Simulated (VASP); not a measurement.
Input of a VASP 6.6.1 run:

Contents of INCAR:

```
SYSTEM = SrCl2
  ALGO = Normal
  EDIFF = 1E-6
  ENCUT = 520
  GGA = PE
  ISIF = 2
  ISMEAR = 0
  LASPH = .TRUE.
  LCHARG = .FALSE.
  LREAL = .FALSE.
  LWAVE = .FALSE.
  NBANDS = 19
  NELM = 80
  PREC = Accurate
  SIGMA = 0.05
```

File KPOINTS:

```
k-points
0
G
  8 8 8
  0 0 0
```

Contents of POSCAR:

```
SrCl2
1.0
    0.0000000000      3.5206059550      3.5206059550
    3.5206059550      0.0000000000      3.5206059550
    3.5206059550      3.5206059550      0.0000000000
Sr Cl
1 2
Direct
    0.0000000000      0.0000000000      0.0000000000
    0.2500000000      0.2500000000      0.2500000000
    0.7428989497      0.7571010503      0.7571010503
```

Potentials or basis: VASP PAW PBE potentials, release 64 (Sr_sv, Cl).

Launch:

```console
$ cat potpaw_PBE.64/Sr_sv/POTCAR potpaw_PBE.64/Cl/POTCAR > POTCAR
$ mpirun -np 1 vasp_std > vasp.out
```

(1) Estimate the band gap on the k mesh.

(2) What does it give for the pressure?

(3) Predict the largest force.

## Answers

(1) 5.23 eV, indirect (least direct gap 5.51 eV).

(2) 0.1 GPa.

(3) 0.126 eV/Å.

Caveat: the cell differs from its parent crystal (atom 3 (Cl) moved 0.05 Å along x).
